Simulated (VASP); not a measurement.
**MnS: single point with PBEsol**

The system is MnS.

```
CELL_PARAMETERS angstrom
0.00000 2.48238 2.48238
2.48238 0.00000 2.48238
2.48238 2.48238 0.00000
ATOMIC_POSITIONS crystal
Mn 0.00000 0.00000 0.00000
S 0.75000 0.75000 0.75000
```

```json
{
  "Program": "VASP 6.6.1",
  "Task": "single point",
  "Functional": "PBEsol",
  "Potentials or basis": "VASP PAW PBE potentials, release 64 (Mn_pv, S)",
  "Cutoff": "520 eV",
  "k mesh": "16 × 16 × 16",
  "Occupations": "gaussian, width 0.15 eV",
  "Spin": "collinear spin, ferromagnetic start",
  "Starting moments": "[3.062, 0.0] μB",
  "Fixed moment": "3.0625 μB"
}
```

The pressure is 16.9 GPa, the net moment is 3.06 μB per cell and the site moments are Mn +2.84; S -0.02 μB. The valence electrons inside the program's atomic spheres are Mn 11.95; S 3.79.

Wall time 80 s on 1 thread of Intel(R) Xeon(R) 6975P-C (Granite Rapids) (shared host), peak memory 0.26 GiB.

Caveat: the cell stands under pressure; the PAW data sets were made with another functional, which shifts forces and pressure a little; the total moment is fixed, so each spin has its own Fermi level; a cell with one magnetic atom can't hold antiferromagnetic order, which such compounds often take.
